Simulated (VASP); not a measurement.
Input of a VASP 6.6.1 run:

The input INCAR:

```
PREC = Accurate
ENCUT = 700
EDIFF = 1E-6
ISMEAR = 0
SIGMA = 0.05
LREAL = F
LASPH = T
NELM = 200
ALGO = Normal
ISIF = 2
LWAVE = F
LCHARG = T
ISPIN = 2
MAGMOM = 1 1 0 0
LORBIT = 11
LMAXMIX = 4
LDAU = T
LDAUTYPE = 2
LDAUL = 2 -1
LDAUU = 4 0
LDAUJ = 0 0
LDAUPRINT = 1
GGA = PE
LELF = T
LVHAR = T
NBANDS = 37
GGA_COMPAT = F
```

Contents of KPOINTS:

```
regular mesh
0
Gamma
  8 8 4
```

The input POSCAR:

```
CuO
1.0
    2.3418500000     -1.7113000000      0.0000000000
    2.3418500000      1.7113000000      0.0000000000
   -0.8500274268      0.0000000000      5.0578693947
Cu O
2 2
Direct
    0.0000000000      0.5000000000      0.0000000000
    0.5000000000      0.0000000000      0.5000000000
    0.5816000000      0.4184000000      0.2500000000
    0.4184000000      0.5816000000      0.7500000000
```

Potentials or basis: VASP PAW PBE potentials, release 64 (Cu_sv_GW, O).

Command:

```sh
$ cat potpaw_PBE.64/Cu_sv_GW/POTCAR potpaw_PBE.64/O/POTCAR > POTCAR
$ mpirun -np 1 vasp_std > vasp.out
```

Question: Estimate the site moments.

Answer: Cu +0.70; O +0.28 μB.

Question: Predict the pressure.

Answer: 4.2 GPa.

Question: Estimate the net moment.

Answer: 2.00 μB per cell.

Forces on the atoms (eV/Å):
```
Cu   0.000  0.000  0.000
Cu   0.000  0.000  0.000
O    0.000  0.022  0.000
O    0.000 -0.022  0.000
```

Caveat: the cell stands under pressure.
